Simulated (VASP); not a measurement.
# Sr in VASP: notebook

Runs on Sr. Level: PBEsol. Tasks: single point.

Everything below comes from runs of VASP 6.6.1. Logs are shortened: lines on timing, memory, paths and dates and some standing lists are left out, and cuts for length are marked.

## Step 1: The cell of the first run

It takes space group Fm-3m (No. 225, cubic). Conventional cell: a = 6.571 Å, b = 6.571 Å, c = 6.571 Å, α = 90.00°, β = 90.00°, γ = 90.00°.

## Step 2: Single point, PBEsol (strain +0.080 along x and y, +0.080 along z)

Input file INCAR:

```
SYSTEM = Sr
  PREC = Accurate
  ENCUT = 520
  EDIFF = 1E-6
  ISMEAR = 0
  SIGMA = 0.03
  LREAL = .False.
  LASPH = .True.
  NELM = 80
  ALGO = Fast
  ISIF = 2
  LWAVE = .False.
  LCHARG = .False.
  GGA = PS
  NBANDS = 11
```

Input file KPOINTS:

```
regular mesh
0
Gamma
  10 10 10
  0 0 0
```

Input file POSCAR:

```
Sr
1.0
    0.0000000000      3.2857380000      3.2857380000
    3.2857380000      0.0000000000      3.2857380000
    3.2857380000      3.2857380000      0.0000000000
Sr
1
Direct
    0.0000000000      0.0000000000      0.0000000000
```

Potentials or basis: VASP PAW PBE potentials, release 64 (Sr_sv).

Started as:

```console
$ cat potpaw_PBE.64/Sr_sv/POTCAR > POTCAR
$ mpirun -np 1 vasp_std > vasp.out
```

OUTCAR:

```text
SYSTEM = Sr
   PREC = Accurate
   ENCUT = 520
   EDIFF = 1E-6
   ISMEAR = 0
   LREAL = .False.
   LASPH = .True.
   NELM = 80
   ISIF = 2
   GGA = PS

 ion  position               nearest neighbor table
   1  0.000  0.000  0.000-

  LATTYP: Found a face centered cubic cell.
 ALAT       =     6.5714760000

  Lattice vectors:

 A1 = (   0.0000000000,   3.2857380000,   3.2857380000)
 A2 = (   3.2857380000,   0.0000000000,   3.2857380000)
 A3 = (   3.2857380000,   3.2857380000,   0.0000000000)

Analysis of symmetry for initial positions (statically):
=====================================================================
 Subroutine PRICEL returns:
 Original cell was already a primitive cell.

 Routine SETGRP: Setting up the symmetry group for a
 face centered cubic supercell.

 Subroutine GETGRP returns: Found 48 space group operations
 (whereof 48 operations were pure point group operations)
 out of a pool of 48 trial point group operations.

The static configuration has the point symmetry O_h .

Analysis of symmetry for dynamics (positions and initial velocities):
=====================================================================
 Subroutine PRICEL returns:
 Original cell was already a primitive cell.

 Routine SETGRP: Setting up the symmetry group for a
 face centered cubic supercell.

 Subroutine GETGRP returns: Found 48 space group operations
 (whereof 48 operations were pure point group operations)
 out of a pool of 48 trial point group operations.

The dynamic configuration has the point symmetry O_h .

 Subroutine INISYM returns: Found 48 space group operations
 (whereof 48 operations are pure point group operations),
 and found     1 'primitive' translations

----------------------------------------------------------------------------------------

                                     Primitive cell

  volume of cell :      70.9461

  direct lattice vectors                    reciprocal lattice vectors
     0.000000000  3.285738000  3.285738000    -0.152172815  0.152172815  0.152172815
     3.285738000  0.000000000  3.285738000     0.152172815 -0.152172815  0.152172815
     3.285738000  3.285738000  0.000000000     0.152172815  0.152172815 -0.152172815

  length of vectors
     4.646735242  4.646735242  4.646735242     0.263571047  0.263571047  0.263571047

  position of ions in fractional coordinates (direct lattice)
     0.000000000  0.000000000  0.000000000

  ion indices of the primitive-cell ions
   primitive index   ion index
                 1           1
[... 79 lines left out ...]
   ISYM   =      2    0-nonsym 1-usesym 2-fastsym
   POTIM  = 0.5000    time-step for ionic-motion
   TEBEG  =    0.0;   TEEND  =   0.0 temperature during run
   PSTRESS=    0.0 pullay stress
   NELECT =      10.0000    total number of electrons
   NUPDOWN=      -1.0000    fix difference up-down
   EMIN   =  10.00;   EMAX   =-10.00  energy-range for DOS
   EFERMI =   0.00;   METHOD = LEGACY
   ISMEAR =     0;   SIGMA  =   0.03  broadening in eV -4-tet -1-fermi 0-gaus
   EFERMI_NEDOS =   21; number of points for ismear=-14 and -15
   IALGO  =     68    algorithm
   IMIX   =      4    mixing-type and parameters
     AMIX     =   0.40;   BMIX     =  1.00
     AMIX_MAG =   1.60;   BMIX_MAG =  1.00
  volume/ion in A,a.u.               =      70.95       478.77
  Fermi-wavevector in a.u.,A,eV,Ry     =   0.851985  1.610018  9.876174  0.725878
  Thomas-Fermi vector in A             =   1.968203
   LORBIT       =      0    0 simple, 1 ext, 2 COOP (PROOUT), +10 PAW based schemes
   GGA     = PS    functional components
   LHFCALC =     F    Hartree Fock is set to
   AEXX    =    0.0000 exact exchange contribution
   IVDW    =     0    specifies the selected vdW correction
   LEPSILON=     F    determine dielectric tensor
   LRPA    =     F    only Hartree local field effects (RPA)
 non-spin polarized calculation
 RMM-DIIS sequential band-by-band and
 Gauss-broadening in eV      SIGMA  =   0.03
  energy-cutoff  :      520.00
  volume of cell :       70.95
 maximum number of plane-waves:      1925
   NGX = 17   NGY = 17   NGZ = 17

 number of electron      10.0000000 magnetization

 Free energy of the ion-electron system (eV)
  ---------------------------------------------------
  ext. energy  EPLUGINS =         0.00000000
  ---------------------------------------------------
  free energy    TOTEN  =        -1.67094202 eV

  energy without entropy =       -1.67035686  energy(sigma->0) =       -1.67064944

 E-fermi :   0.7168     XC(G=0):  -6.6880

 val. band max:        0.6784055052   @ k =   0.5000   0.1000   0.0000
 cond. band min:       0.7274622547   @ k =  -0.3000   0.4000   0.1000
 fundamental gap:      0.0490567494
 Fermi energy:         0.7167982065

 k-point     1 :       0.0000    0.0000    0.0000
  band No.  band energies     occupation
      1     -36.3467      2.00000
      2     -18.2674      2.00000
      3     -18.2674      2.00000
      4     -18.2674      2.00000
      5      -2.5321      2.00000
      6       2.7736      0.00000
      7       2.7736      0.00000
      8       2.7736      0.00000
      9       3.8813      0.00000
     10       3.8813      0.00000
     11       7.1009      0.00000
[... 309 lines left out ...]
 k-point    24 :       0.4000    0.3000    0.0000
  band No.  band energies     occupation
      1     -36.3426      2.00000
      2     -18.3249      2.00000
      3     -18.2915      2.00000
      4     -18.2893      2.00000
      5      -0.6013      2.00000
      6       1.4267      0.00000
      7       1.9274      0.00000
      8       3.6023      0.00000
      9       3.8397      0.00000
     10       4.5824      0.00000
     11       5.5268      0.00000

 [... further k-points ...]

------------------------ aborting loop because EDIFF is reached ----------------------------------------

  FORCE on cell =-STRESS in cart. coord.  units (eV):
  Direction    XX          YY          ZZ          XY          YZ          ZX
  --------------------------------------------------------------------------------------
  -------------------------------------------------------------------------------------
  Total       -1.0023747     -1.0023747     -1.0023747      0.0000000     -0.0000000     -0.0000000
  in kB      -22.6366357    -22.6366357    -22.6366357      0.0000000     -0.0000000     -0.0000000
  external PRESSURE =     -22.6366357 kB  Pullay stress =       0.0000000 kB

 VOLUME and BASIS-vectors are now :
 -----------------------------------------------------------------------------
  energy-cutoff  :      520.00
  volume of cell :       70.95
      direct lattice vectors                 reciprocal lattice vectors
     0.000000000  3.285738000  3.285738000    -0.152172815  0.152172815  0.152172815
     3.285738000  0.000000000  3.285738000     0.152172815 -0.152172815  0.152172815
     3.285738000  3.285738000  0.000000000     0.152172815  0.152172815 -0.152172815

 POSITION                                       TOTAL-FORCE (eV/Angst)
 -----------------------------------------------------------------------------------
      0.00000      0.00000      0.00000         0.000000      0.000000      0.000000
 -----------------------------------------------------------------------------------
    total drift:                               -0.000000      0.000000      0.000000

  FREE ENERGIE OF THE ION-ELECTRON SYSTEM (eV)
  ---------------------------------------------------
  free  energy   TOTEN  =        -1.6709420225 eV

  energy  without entropy=       -1.6703568568  energy(sigma->0) =       -1.67064944
```

OSZICAR:

```text
N       E                     dE             d eps       ncg     rms          rms(c)
DAV:   1     0.360259936482E+02    0.36026E+02   -0.46861E+03  1034   0.769E+02
DAV:   2     0.202881795071E+00   -0.35823E+02   -0.35231E+02  1208   0.146E+02
DAV:   3    -0.158974312837E+01   -0.17926E+01   -0.17462E+01  1643   0.238E+01
DAV:   4    -0.166485317083E+01   -0.75110E-01   -0.74964E-01  1333   0.457E+00
DAV:   5    -0.166626925640E+01   -0.14161E-02   -0.14159E-02  1524   0.505E-01    0.963E+00
RMM:   6    -0.166921730280E+01   -0.29480E-02   -0.64926E-03  1109   0.935E-01    0.538E+00
RMM:   7    -0.167070100019E+01   -0.14837E-02   -0.13656E-02  1197   0.138E+00    0.269E-01
RMM:   8    -0.167083305171E+01   -0.13205E-03   -0.31280E-03  1425   0.405E-01    0.626E-02
RMM:   9    -0.167091577121E+01   -0.82720E-04   -0.58084E-04  1637   0.111E-01    0.460E-02
RMM:  10    -0.167094112422E+01   -0.25353E-04   -0.10514E-04  1584   0.610E-02    0.678E-02
RMM:  11    -0.167094072573E+01    0.39849E-06   -0.62617E-05  1609   0.454E-02    0.895E-03
RMM:  12    -0.167094181200E+01   -0.10863E-05   -0.98243E-06  1470   0.137E-02    0.108E-02
RMM:  13    -0.167094202250E+01   -0.21050E-06   -0.21942E-06  1211   0.816E-03
   1 F= -.16709420E+01 E0= -.16706494E+01  d E =-.585166E-03
```

Run time: 29 s. Hardware: 1 thread of Intel Xeon Platinum 8259CL at 2.50GHz (Skylake/Cascade Lake), shared host; peak memory 0.21 GiB.

Results:

| Item | Value |
| --- | --- |
| Free energy | -1.6709 eV |
| Pressure | -2.3 GPa |
| Band gap on the k mesh | zero (band 5 reaches 0.84 eV, above the bottom of band 6 at 0.59 eV) |

Levels at points of the mesh, in eV from the Fermi level:
```csv
k point,band 1,band 2,band 3,band 4,band 5,band 6,band 7,band 8,band 9,band 10
"(0.00, 0.00, 0.00)",-37.06,-18.98,-18.98,-18.98,-3.25,2.06,2.06,2.06,3.16,3.16
"(0.50, 0.00, 0.00)",-37.06,-19.06,-19.00,-19.00,-1.02,-0.12,1.95,1.95,3.94,3.94
"(0.50, 0.50, 0.00)",-37.06,-19.06,-19.01,-19.01,-0.42,0.51,0.64,3.94,4.09,4.16
```

Caveat: the cell differs from its parent crystal (strain +0.080 along x and y, +0.080 along z); the PAW data sets were made with another functional, which shifts forces and pressure a little.

## Step 3: Single point, PBEsol (strain -0.080 along x and y, -0.040 along z)

Input file INCAR:

```
  PREC = Accurate
  ENCUT = 520
  EDIFF = 1E-6
  ISMEAR = 0
  SIGMA = 0.03
  LREAL = F
  LASPH = T
  NELM = 100
  ALGO = Fast
  ISIF = 2
  LWAVE = F
  LCHARG = F
  GGA = PS
  NBANDS = 11
```

Input file KPOINTS:

```
Automatic mesh
0
Gamma
  10 10 10
```

Input file POSCAR:

```
Sr
1.0
    0.0000000000      2.7989620000      2.9206560000
    2.7989620000      0.0000000000      2.9206560000
    2.7989620000      2.7989620000      0.0000000000
Sr
1
Direct
    0.0000000000      0.0000000000      0.0000000000
```

Potentials or basis: VASP PAW PBE potentials, release 64 (Sr_sv).

Started as:

```console
$ cat potpaw_PBE.64/Sr_sv/POTCAR > POTCAR
$ mpirun -np 1 vasp_std > vasp.out
```

Wall time 43 s (1 thread of Intel Xeon Platinum 8259CL at 2.50GHz (Skylake/Cascade Lake), shared host); peak memory 0.19 GiB.

The run converged. Its results:

- Free energy: -1.8057 eV
- Pressure: 1.9 GPa
- Band gap on the k mesh: zero (band 5 reaches 2.17 eV, above the bottom of band 6 at 2.16 eV)

Stress tensor (GPa, compression positive):
```
2.00 0.00 0.00
0.00 2.00 0.00
0.00 0.00 1.79
```

Levels at points of the mesh, in eV from the Fermi level:
| k point | band 3 | band 4 | band 5 | band 6 | band 7 | band 8 |
| --- | --- | --- | --- | --- | --- | --- |
| (0.00, 0.00, 0.00) | -18.05 | -18.05 | -3.94 | 2.35 | 2.61 | 2.61 |
| (0.50, 0.00, 0.00) | -18.12 | -18.09 | -1.25 | 0.37 | 2.16 | 2.49 |
| (0.50, 0.50, 0.00) | -18.17 | -18.17 | -0.94 | 0.22 | 1.26 | 5.66 |
| (0.50, 0.00, 0.50) | -18.21 | -18.18 | -0.85 | 0.11 | 1.68 | 5.56 |

Caveat: the cell differs from its parent crystal (strain -0.080 along x and y, -0.040 along z); the PAW data sets were made with another functional, which shifts forces and pressure a little.

## Step 4: Single point, PBEsol (strain -0.040 along x and y, +0.000 along z)

Input file INCAR:

```
PREC = Accurate
ENCUT = 520
EDIFF = 1E-6
ISMEAR = 0
SIGMA = 0.03
LREAL = False
LASPH = True
NELM = 80
ALGO = Normal
ISIF = 2
LWAVE = False
LCHARG = False
GGA = PS
NBANDS = 11
```

KPOINTS is that of step 3.

Input file POSCAR:

```
Sr
1.0
    0.0000000000      2.9206560000      3.0423500000
    2.9206560000      0.0000000000      3.0423500000
    2.9206560000      2.9206560000      0.0000000000
Sr
1
Direct
    0.0000000000      0.0000000000      0.0000000000
```

Started as:

```console
$ cat potpaw_PBE.64/Sr_sv/POTCAR > POTCAR
$ mpirun -np 1 vasp_std > vasp.out
```

Run time: 23 s. Hardware: 1 thread of Intel Xeon Platinum 8259CL at 2.50GHz (Skylake/Cascade Lake), shared host; peak memory 0.2 GiB.

The run converged. Its results:

| Item | Value |
| --- | --- |
| Free energy | -1.8387 eV |
| Pressure | -0.1 GPa |
| Band gap on the k mesh | zero (band 5 reaches 1.73 eV, above the bottom of band 6 at 1.69 eV) |

Stress tensor (GPa, compression positive):
```
-0.01  0.00  0.00
 0.00 -0.01  0.00
 0.00  0.00 -0.16
```

Levels at points of the mesh, in eV from the Fermi level:
```csv
k point,band 2,band 3,band 4,band 5,band 6,band 7,band 8,band 9
"(0.00, 0.00, 0.00)",-18.35,-18.34,-18.34,-3.78,2.22,2.45,2.45,3.73
"(0.50, 0.00, 0.00)",-18.59,-18.38,-18.37,-1.20,0.13,2.06,2.34,4.98
"(0.50, 0.50, 0.00)",-18.57,-18.42,-18.42,-0.81,0.32,0.92,5.09,5.38
"(0.50, 0.00, 0.50)",-18.57,-18.45,-18.43,-0.71,0.23,1.28,5.01,5.24
```

Caveat: the cell differs from its parent crystal (strain -0.040 along x and y, +0.000 along z); the PAW data sets were made with another functional, which shifts forces and pressure a little.

## Step 5: Single point, PBEsol (strain +0.000 along x and y, +0.040 along z)

Input file INCAR:

```
SYSTEM = Sr
PREC = Accurate ; ENCUT = 520
EDIFF = 1E-6 ; ISMEAR = 0
SIGMA = 0.03 ; LREAL = .False.
LASPH = .True. ; NELM = 60
ALGO = Fast ; ISIF = 2
LWAVE = .False. ; LCHARG = .False.
GGA = PS ; NBANDS = 11
```

Input file KPOINTS:

```
regular mesh
0
Gamma
  10 10 10
  0 0 0
```

Input file POSCAR:

```
Sr
1.0
    0.0000000000      3.0423500000      3.1640440000
    3.0423500000      0.0000000000      3.1640440000
    3.0423500000      3.0423500000      0.0000000000
Sr
1
Direct
    0.0000000000      0.0000000000      0.0000000000
```

Started as:

```console
$ cat potpaw_PBE.64/Sr_sv/POTCAR > POTCAR
$ mpirun -np 1 vasp_std > vasp.out
```

Run time: 54 s. Hardware: 1 thread of Intel Xeon Platinum 8259CL at 2.50GHz (Skylake/Cascade Lake), shared host; peak memory 0.23 GiB.

It converged, with:

| Quantity | Value |
| --- | --- |
| Free energy | -1.8100 eV |
| Pressure | -1.2 GPa |
| Band gap on the k mesh | zero (band 5 reaches 1.35 eV, above the bottom of band 6 at 1.28 eV) |

Stress tensor (GPa, compression positive):
```
-1.15  0.00  0.00
 0.00 -1.15  0.00
 0.00  0.00 -1.30
```

Levels at points of the mesh, in eV from the Fermi level:
```csv
k point,band 3,band 4,band 5,band 6,band 7,band 8
"(0.00, 0.00, 0.00)",-18.60,-18.60,-3.58,2.11,2.31,2.31
"(0.50, 0.00, 0.00)",-18.63,-18.62,-1.13,-0.02,1.98,2.22
"(0.50, 0.50, 0.00)",-18.65,-18.65,-0.68,0.42,0.70,4.62
"(0.50, 0.00, 0.50)",-18.67,-18.66,-0.56,0.34,1.01,4.54
```

Caveat: the cell differs from its parent crystal (strain +0.000 along x and y, +0.040 along z); the PAW data sets were made with another functional, which shifts forces and pressure a little.

## Step 6: Single point, PBEsol (strain +0.040 along x and y, +0.080 along z)

Input file INCAR:

```
PREC = Accurate
ENCUT = 520
EDIFF = 1E-6
ISMEAR = 0
SIGMA = 0.03
LREAL = F
LASPH = T
NELM = 60
ALGO = Fast
ISIF = 2
LWAVE = F
LCHARG = T
GGA = PS
LELF = T
LVHAR = T
NBANDS = 11
```

Input file KPOINTS:

```
Automatic mesh
0
Gamma
  10 10 10
```

Input file POSCAR:

```
Sr
1.0
    0.0000000000      3.1640440000      3.2857380000
    3.1640440000      0.0000000000      3.2857380000
    3.1640440000      3.1640440000      0.0000000000
Sr
1
Direct
    0.0000000000      0.0000000000      0.0000000000
```

Potentials or basis: VASP PAW PBE potentials, release 64 (Sr_sv).

Started as:

```console
$ cat potpaw_PBE.64/Sr_sv/POTCAR > POTCAR
$ mpirun -np 1 vasp_std > vasp.out
```

Run time: 62 s. Hardware: 1 thread of Intel Xeon Platinum 8259CL at 2.50GHz (Skylake/Cascade Lake), shared host; peak memory 0.24 GiB.

The run converged. Its results:

```
Free energy            : -1.7383 eV
Pressure               : -1.9 GPa
Band gap on the k mesh : zero (band 5 reaches 1.04 eV, above the bottom of band 6 at 0.85 eV)
```

Stress tensor (GPa, compression positive):
```
-1.89  0.00  0.00
 0.00 -1.89  0.00
 0.00  0.00 -2.04
```

Levels at points of the mesh, in eV from the Fermi level:
```tsv
k point	band 3	band 4	band 5	band 6	band 7	band 8
(0.00, 0.00, 0.00)	-18.83	-18.83	-3.38	2.02	2.20	2.20
(0.50, 0.00, 0.00)	-18.85	-18.84	-1.05	-0.09	1.91	2.12
(0.50, 0.50, 0.00)	-18.87	-18.87	-0.56	0.50	0.56	4.21
(0.50, 0.00, 0.50)	-18.88	-18.87	-0.44	0.44	0.82	4.13
```

Caveat: the cell differs from its parent crystal (strain +0.040 along x and y, +0.080 along z); the PAW data sets were made with another functional, which shifts forces and pressure a little.

## Step 7: Overview

| cell | gap on the mesh (eV) | pressure (GPa) |
| --- | --- | --- |
| a = 4.647 Å, angles 60.0°, 1 atom | none | -2.3 |
| a = 4.045, b = 4.045, c = 3.958 Å, angles 60.7, 60.7, 58.6°, 1 atom | none | 1.9 |
| a = 4.217, b = 4.217, c = 4.130 Å, angles 60.7, 60.7, 58.6°, 1 atom | none | -0.1 |
| a = 4.389, b = 4.389, c = 4.303 Å, angles 60.7, 60.7, 58.7°, 1 atom | none | -1.2 |
| a = 4.561, b = 4.561, c = 4.475 Å, angles 60.6, 60.6, 58.7°, 1 atom | none | -1.9 |

Alike in all rows: task single point; level PBEsol; potentials or basis VASP PAW PBE potentials, release 64 (Sr_sv); no spin polarisation; k mesh 10 × 10 × 10; cutoff (eV) 520; smearing gaussian 0.03 eV.

Caveats: the PAW data sets were made with another functional, which shifts forces and pressure a little.

Absolute energies hang on the potentials; compare differences alone.
